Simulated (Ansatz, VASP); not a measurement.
# One calculation of AlN, two programs

POSCAR

```
AlN
1.0
    0.0000000000      2.3735596765      1.8513765477
    2.3735596765      0.0000000000      1.8513765477
    2.3735596765      2.3735596765      0.0000000000
Al N
1 1
Direct
    0.0000000000      0.0000000000      0.0000000000
    0.7500000000      0.7500000000      0.7500000000
```

The input INCAR.step1:

```
SYSTEM = AlN
ALGO = Normal ; EDIFF = 1E-4
ENCUT = 520 ; GGA = PE
ISMEAR = 0 ; LASPH = .True.
LCHARG = .False. ; LREAL = .False.
LWAVE = .True. ; NBANDS = 11
NELM = 100 ; PREC = Accurate
SIGMA = 0.05
```

The input INCAR.step2:

```
SYSTEM = AlN
ALGO = Normal ; EDIFF = 1E-6
ENCUT = 520 ; ISIF = 2
ISMEAR = 0 ; ISTART = 1
LASPH = .True. ; LCHARG = .False.
LMIXTAU = .True. ; LREAL = .False.
LWAVE = .False. ; METAGGA = R2SCAN
NBANDS = 11 ; NELM = 100
PREC = Accurate ; SIGMA = 0.05
```

Contents of KPOINTS:

```
k-points
0
Gamma
  10 10 10
  0 0 0
```

Input for Ansatz:

```yaml
crystal:
  lattice:
    - [0.0, 2.3735596765, 1.8513765477]
    - [2.3735596765, 0.0, 1.8513765477]
    - [2.3735596765, 2.3735596765, 0.0]
  atoms:
    - { symbol: Al, position: [0.0, 0.0, 0.0] }
    - { symbol: "N", position: [0.75, 0.75, 0.75] }
basis:
  ecutwfc: 500
kpoints:
  mp_grid: { grid: [10, 10, 10] }
hamiltonian:
  xc: r2scan
scf:
  occupations: { method: gaussian, width: 0.05 }
output:
  forces: true
  stress: true
  eigenvalues: true
  write_density: true
  write_potential: true
  elf: true
  volumetric_format: npy
```

Alike in both runs: task single point; functional r2SCAN; k mesh 10 × 10 × 10; occupations gaussian, width 0.05 eV; no spin polarisation.

```csv
,VASP,Ansatz
version,VASP 6.6.1,Ansatz 0.2.0
potentials or method,"VASP PAW PBE potentials, release 64 (Al, N), cutoff 520 eV","scalar-relativistic, plane waves, PAW"
valence electrons in the cell,8,8
```

Ansatz gave:

```
gap on the k mesh at the Fermi level (eV)                     : 3.35
least direct gap on the mesh (eV)                             : 4.12
pressure (GPa)                                                : -5.5
traceless stress, the component that is largest in VASP (GPa) : 12.87
```

Task: What did VASP give for the same quantities?

Result: gap on the k mesh at the Fermi level (eV): 3.34; least direct gap on the mesh (eV): 4.15; pressure (GPa): -5.9; traceless stress, the component that is largest in VASP (GPa): 12.97.

VASP's potentials were made for PBE, not for r2SCAN.
